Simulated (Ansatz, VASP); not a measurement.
**Two plane-wave programs on Ru**

```
Ru
1.0
     2.64690    0.00000    0.00000
    -1.32345    2.29229    0.00000
     0.00000    0.00000    4.39095
Ru
2
Cartesian
  0.0000 1.5282 1.0977
  1.3235 0.7641 3.2932
```

Alike in both runs: task single point; functional PBEsol; k mesh 21 × 21 × 12; occupations gaussian, width 0.15 eV; no spin polarisation.

|  | VASP | Ansatz |
| --- | --- | --- |
| version | VASP 6.6.1 | Ansatz 0.2.0 |
| potentials or method | VASP PAW PBE potentials, release 64 (Ru_pv), cutoff 520 eV | scalar-relativistic, plane waves, PAW |
| valence electrons in the cell | 28 | 32 |

Ansatz gave:

- gap on the k mesh at the Fermi level (eV): none
- pressure (GPa): 0.3
- traceless stress, the component that is largest in VASP (GPa): -16.28

Q: Estimate VASP's values.

A: gap on the k mesh at the Fermi level (eV): none; pressure (GPa): 0.2; traceless stress, the component that is largest in VASP (GPa): -16.26.

VASP's potentials were made for PBE, not for PBEsol, and Ansatz warns of the same on its side. A gap of «none» marks a metal or a gap that the smearing closes. With one functional, cell and mesh, what is left measures potentials, basis and numerics. VASP's potentials hold 28 valence electrons a cell and Ansatz's 32, so a difference there can come from the potentials and not from the codes.
